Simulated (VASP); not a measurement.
Runs of VASP 6.6.1 on BN (Qingsongite). The structure is that of space group F-43m (No. 216), or close to it. The cells are those of the table. 

| level | cell | k mesh | cutoff (eV) | gap on the mesh (eV) | pressure (GPa) |
| --- | --- | --- | --- | --- | --- |
| PBE | a = 2.511 Å, angles 60.0°, 2 atoms | 10 × 10 × 10 | 600 | (a) | 25.9 |
| r2SCAN | a = 2.552 Å, angles 60.0°, 2 atoms | 10 × 10 × 10 | 660 | 4.98 | 1.2 |
| r2SCAN | a = 2.500 Å, angles 60.0°, 2 atoms | 10 × 10 × 10 | 660 | 5.05 | 28.6 |
| PBE | a = 2.552 Å, angles 60.0°, 2 atoms | 12 × 12 × 12 | 600 | (b) | 4.7 |
| r2SCAN | a = 2.552 Å, angles 60.0°, 2 atoms | 12 × 12 × 12 | 660 | 4.98 | 1.2 |

Alike in all rows: task single point; potentials or basis VASP PAW PBE potentials, release 64 (B, N); no spin polarisation; smearing gaussian 0.01 eV.

Q: Estimate the missing entries.

A: (a) 4.51; (b) 4.46.

Caveats: the PAW data sets were made with another functional, which shifts forces and pressure a little (some runs).

A k mesh can miss the band edges.
